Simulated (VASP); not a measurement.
# ZnCd2O3 (P-3m1) in VASP: notebook, part 2 of 2

VASP 6.6.1. The steps go on from the part before.

### 3 Single point, PBE, collinear spin, ferromagnetic start

Contents of INCAR:

```
SYSTEM = ZnCd2O3
PREC = Accurate
ENCUT = 520
EDIFF = 1E-6
ISMEAR = 0
SIGMA = 0.1
LREAL = .FALSE.
LASPH = .TRUE.
NELM = 150
ALGO = Normal
ISIF = 2
LWAVE = .FALSE.
LCHARG = .TRUE.
ISPIN = 2
MAGMOM = 0 0 0 1 1 1
LORBIT = 11
GGA = PE
LELF = .TRUE.
LVHAR = .TRUE.
NBANDS = 40
```

Contents of KPOINTS:

```
Automatic mesh
0
G
  6 6 2
  0 0 0
```

Contents of POSCAR:

```
ZnCd2O3
1.0
    3.2586238000      0.0000000000      0.0000000000
   -1.6293119000      2.8220510000      0.0000000000
    0.0000000000      0.0000000000      8.0669856000
Zn Cd O
1 2 3
Direct
    0.0000000000      0.0000000000      0.0000000000
    0.3333333000      0.6666667000      0.6762590000
    0.6666667000      0.3333333000      0.3237410000
    0.6666667000      0.3333333000      0.8557030000
    0.0000000000      0.0000000000      0.5000000000
    0.3333333000      0.6666667000      0.1442970000
```

Potentials or basis: VASP PAW PBE potentials, release 64 (Zn, Cd, O).

Command:

```bash
> cat potpaw_PBE.64/Zn/POTCAR potpaw_PBE.64/Cd/POTCAR potpaw_PBE.64/O/POTCAR > POTCAR
> mpirun -np 1 vasp_std > vasp.out
```

OUTCAR:

```text
SYSTEM = ZnCd2O3
   PREC = Accurate
   ENCUT = 520
   EDIFF = 1E-6
   ISMEAR = 0
   LREAL = .FALSE.
   LASPH = .TRUE.
   NELM = 150
   ISIF = 2
   ISPIN = 2
   LORBIT = 11
   GGA = PE

 ion  position               nearest neighbor table
   1  0.000  0.000  0.000-   4 2.21   6 2.21   4 2.21   6 2.21   4 2.21   6 2.21   2 3.22   3 3.22
                             2 3.22   3 3.22   3 3.22   2 3.22
   2  0.333  0.667  0.676-   5 2.36   5 2.36   5 2.36   4 2.37   4 2.37   4 2.37   1 3.22   1 3.22
                             1 3.22   3 3.41   3 3.41   3 3.41
   3  0.667  0.333  0.324-   5 2.36   5 2.36   5 2.36   6 2.37   6 2.37   6 2.37   1 3.22   1 3.22
                             1 3.22   2 3.41   2 3.41   2 3.41
   4  0.667  0.333  0.856-   1 2.21   1 2.21   1 2.21   2 2.37   2 2.37   2 2.37
   5  0.000  0.000  0.500-   2 2.36   3 2.36   3 2.36   2 2.36   3 2.36   2 2.36
   6  0.333  0.667  0.144-   1 2.21   1 2.21   1 2.21   3 2.37   3 2.37   3 2.37

  LATTYP: Found a hexagonal cell.
 ALAT       =     3.2586238000
 C/A-ratio  =     2.4755805196

  Lattice vectors:

 A1 = (   3.2586238000,   0.0000000000,   0.0000000000)
 A2 = (  -1.6293119000,   2.8220510000,   0.0000000000)
 A3 = (   0.0000000000,   0.0000000000,   8.0669856000)

Analysis of symmetry for initial positions (statically):
=====================================================================
 Subroutine PRICEL returns:
 Original cell was already a primitive cell.

 Routine SETGRP: Setting up the symmetry group for a
 hexagonal supercell.

 Subroutine GETGRP returns: Found 12 space group operations
 (whereof 12 operations were pure point group operations)
 out of a pool of 24 trial point group operations.

The static configuration has the point symmetry D_3d.

Analysis of symmetry for dynamics (positions and initial velocities):
=====================================================================
 Subroutine PRICEL returns:
 Original cell was already a primitive cell.

 Routine SETGRP: Setting up the symmetry group for a
 hexagonal supercell.

 Subroutine GETGRP returns: Found 12 space group operations
 (whereof 12 operations were pure point group operations)
 out of a pool of 24 trial point group operations.

The dynamic configuration has the point symmetry D_3d.

Analysis of structural, dynamic, and magnetic symmetry:
=====================================================================
 Subroutine PRICEL returns:
 Original cell was already a primitive cell.

 Routine SETGRP: Setting up the symmetry group for a
 hexagonal supercell.

 Subroutine GETGRP returns: Found 12 space group operations
 (whereof 12 operations were pure point group operations)
 out of a pool of 24 trial point group operations.

The overall configuration has the point symmetry D_3d.

 Subroutine INISYM returns: Found 12 space group operations
 (whereof 12 operations are pure point group operations),
 and found     1 'primitive' translations

----------------------------------------------------------------------------------------

[... 85 lines left out ...]
   LSORBIT =      F    spin-orbit coupling
   LASPH  =      T    aspherical Exc in radial PAW
   ENCUT  =  520.0 eV  38.22 Ry    6.18 a.u.   6.06  6.06 15.00*2*pi/ulx,y,z
   NELM   =    150;   NELMIN=  2; NELMDL= -5     # of ELM steps
   EDIFF  = 0.1E-05   stopping-criterion for ELM
   LREAL  =      F    real-space projection
[... 7 lines left out ...]
   TEBEG  =    0.0;   TEEND  =   0.0 temperature during run
   PSTRESS=    0.0 pullay stress
   NELECT =      54.0000    total number of electrons
   NUPDOWN=      -1.0000    fix difference up-down
   EMIN   =  10.00;   EMAX   =-10.00  energy-range for DOS
   EFERMI =   0.00;   METHOD = LEGACY
   ISMEAR =     0;   SIGMA  =   0.10  broadening in eV -4-tet -1-fermi 0-gaus
   EFERMI_NEDOS =   21; number of points for ismear=-14 and -15
   IALGO  =     38    algorithm
   IMIX   =      4    mixing-type and parameters
     AMIX     =   0.40;   BMIX     =  1.00
     AMIX_MAG =   1.60;   BMIX_MAG =  1.00
  volume/ion in A,a.u.               =      12.36        83.44
  Fermi-wavevector in a.u.,A,eV,Ry     =   1.472660  2.782925 29.507347  2.168729
  Thomas-Fermi vector in A             =   2.587648
   LORBIT       =     11    0 simple, 1 ext, 2 COOP (PROOUT), +10 PAW based schemes
   GGA     = PE    functional components
   LHFCALC =     F    Hartree Fock is set to
   AEXX    =    0.0000 exact exchange contribution
   IVDW    =     0    specifies the selected vdW correction
   LEPSILON=     F    determine dielectric tensor
   LRPA    =     F    only Hartree local field effects (RPA)
 spin polarized calculation
 Gauss-broadening in eV      SIGMA  =   0.10
  energy-cutoff  :      520.00
  volume of cell :       74.18
 maximum number of plane-waves:      2040
   NGX = 13   NGY = 13   NGZ = 29

 number of electron      54.0000059 magnetization       0.0006241

 number of electron      54.0000059 magnetization      -0.0000087

 Free energy of the ion-electron system (eV)
  ---------------------------------------------------
  ext. energy  EPLUGINS =         0.00000000
  ---------------------------------------------------
  free energy    TOTEN  =       -23.88749036 eV

  energy without entropy =      -23.88400736  energy(sigma->0) =      -23.88574886

 E-fermi :   1.9646     XC(G=0): -11.6693

 val. band max:        1.8897836505   @ k =   0.5000   0.0000   0.5000
 cond. band min:       3.5059718715   @ k =   0.1667   0.0000   0.0000
 fundamental gap:      1.6161882210
 Fermi energy:         1.9645669454

 spin component 1

 k-point     1 :       0.0000    0.0000    0.0000
  band No.  band energies     occupation
      1     -15.5447      1.00000
      2     -15.0003      1.00000
      3     -14.7527      1.00000
      4      -5.4879      1.00000
      5      -5.2324      1.00000
      6      -5.2324      1.00000
[... 577 lines left out ...]
     38      13.8569      0.00000
     39      13.8569      0.00000
 Fermi energy:         1.9645669454

 spin component 2

 k-point     1 :       0.0000    0.0000    0.0000
  band No.  band energies     occupation
      1     -15.5447      1.00000
      2     -15.0003      1.00000
      3     -14.7527      1.00000
      4      -5.4879      1.00000
      5      -5.2323      1.00000
      6      -5.2323      1.00000
[... 577 lines left out ...]
     38      13.8569      0.00000
     39      13.8569      0.00000
 [bands above 39 left out]

------------------------ aborting loop because EDIFF is reached ----------------------------------------

  FORCE on cell =-STRESS in cart. coord.  units (eV):
  Direction    XX          YY          ZZ          XY          YZ          ZX
  --------------------------------------------------------------------------------------
  -------------------------------------------------------------------------------------
  Total        0.5691328      0.5691328      0.6243949     -0.0000000      0.0000000     -0.0000000
  in kB       12.2917527     12.2917528     13.4852666     -0.0000000      0.0000000     -0.0000000
  external PRESSURE =      12.6895907 kB  Pullay stress =       0.0000000 kB

 VOLUME and BASIS-vectors are now :
 -----------------------------------------------------------------------------
  energy-cutoff  :      520.00
  volume of cell :       74.18
      direct lattice vectors                 reciprocal lattice vectors
     3.258623800  0.000000000  0.000000000     0.306878014  0.177176103  0.000000000
    -1.629311900  2.822051000  0.000000000     0.000000000  0.354352207  0.000000000
     0.000000000  0.000000000  8.066985600     0.000000000  0.000000000  0.123962041

 POSITION                                       TOTAL-FORCE (eV/Angst)
 -----------------------------------------------------------------------------------
      0.00000      0.00000      0.00000        -0.000000      0.000000     -0.000000
     -0.00000      1.88137      5.45537        -0.000000     -0.000000     -0.001916
      1.62931      0.94068      2.61161        -0.000000      0.000000      0.001916
      1.62931      0.94068      6.90294        -0.000000      0.000000      0.053748
      0.00000      0.00000      4.03349        -0.000000      0.000000     -0.000000
     -0.00000      1.88137      1.16404         0.000000      0.000000     -0.053748
 -----------------------------------------------------------------------------------
    total drift:                               -0.000000      0.000000      0.000000

  FREE ENERGIE OF THE ION-ELECTRON SYSTEM (eV)
  ---------------------------------------------------
  free  energy   TOTEN  =       -23.8874903588 eV

  energy  without entropy=      -23.8840073556  energy(sigma->0) =      -23.88574886

 total charge

# of ion       s       p       d       tot
------------------------------------------
    1        0.390   0.330   9.870  10.589
    2        0.336   0.252   9.648  10.237
    3        0.336   0.252   9.648  10.237
    4        1.571   3.358   0.000   4.929
    5        1.576   3.353   0.000   4.929
    6        1.571   3.358   0.000   4.929
--------------------------------------------------
tot          5.781  10.903  29.166  45.850

 magnetization (x)

# of ion       s       p       d       tot
------------------------------------------
    1        0.000   0.000  -0.000   0.000
    2        0.000   0.000  -0.000  -0.000
    3        0.000   0.000  -0.000  -0.000
    4        0.000  -0.000   0.000  -0.000
    5        0.000  -0.000   0.000  -0.000
    6        0.000  -0.000   0.000  -0.000
--------------------------------------------------
tot          0.000  -0.000  -0.000  -0.000
```

Wall time 42 s (1 thread of Intel Xeon 6975P-C (Granite Rapids), shared host); peak memory 0.24 GiB.

Results:

* Free energy: -23.8875 eV
* Pressure: 1.3 GPa
* Largest force: 0.054 eV/Å
* Band gap on the k mesh: zero (filled and empty bands overlap)
* Net moment: 0.00 μB per cell
* Valence electrons inside the program's atomic spheres: Zn 10.59; Cd 10.24; O 4.93

Forces on the atoms (eV/Å):
```
Zn   0.000  0.000  0.000
Cd   0.000  0.000 -0.002
Cd   0.000  0.000  0.002
O    0.000  0.000  0.054
O    0.000  0.000  0.000
O    0.000  0.000 -0.054
```

Stress tensor (GPa, compression positive):
```
1.23 0.00 0.00
0.00 1.23 0.00
0.00 0.00 1.35
```

Caveat: the k points lie up to 0.39 Å⁻¹ apart; semilocal functionals underestimate gaps, so a narrow gap can read as zero.
